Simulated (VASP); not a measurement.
A run of VASP 6.6.1 is set up as follows.

POSCAR

```
SiC
1.0
    0.0000000000      2.1780523476      2.1780523476
    2.2510171013      0.0000000000      2.1780523476
    2.2510171013      2.1780523476      0.0000000000
Si C
1 1
Direct
    0.0000000000      0.0000000000      0.0000000000
    0.2500000000      0.2500000000      0.2500000000
```

INCAR.step1

```
SYSTEM = SiC
  ALGO = Normal
  EDIFF = 1E-4
  ENCUT = 520
  GGA = PE
  ISMEAR = 0
  LASPH = .True.
  LCHARG = .False.
  LREAL = .False.
  LWAVE = .True.
  NBANDS = 11
  NELM = 80
  PREC = Accurate
  SIGMA = 0.01
```

INCAR.step2

```
SYSTEM = SiC
  ALGO = Normal
  EDIFF = 1E-6
  ENCUT = 520
  ISIF = 2
  ISMEAR = 0
  ISTART = 1
  LASPH = .True.
  LCHARG = .False.
  LMIXTAU = .True.
  LREAL = .False.
  LWAVE = .False.
  METAGGA = R2SCAN
  NBANDS = 11
  NELM = 80
  PREC = Accurate
  SIGMA = 0.01
```

Contents of KPOINTS:

```
k-points
0
Gamma
  10 10 10
  0 0 0
```

Potentials or basis: VASP PAW PBE potentials, release 64 (Si, C).

The run is started by

```sh
$ cat potpaw_PBE.64/Si/POTCAR potpaw_PBE.64/C/POTCAR > POTCAR
$ cp INCAR.step1 INCAR
$ mpirun -np 1 vasp_std > vasp.out
$ cp INCAR.step2 INCAR
$ mpirun -np 1 vasp_std > vasp.out
```

Task: Predict the pressure.

Result: -7.2 GPa.

Task: What does it give for the band gap on the k mesh?

Result: 1.57 eV, indirect (least direct gap 4.98 eV).

Stress tensor (GPa, compression positive):
```
-13.71   0.00   0.00
  0.00  -3.94   0.00
  0.00   0.00  -3.94
```

Caveat: the cell differs from its parent crystal (uniaxial x strain +3.4%); the PAW data sets were made with another functional, which shifts forces and pressure a little. A k mesh can miss the band edges.
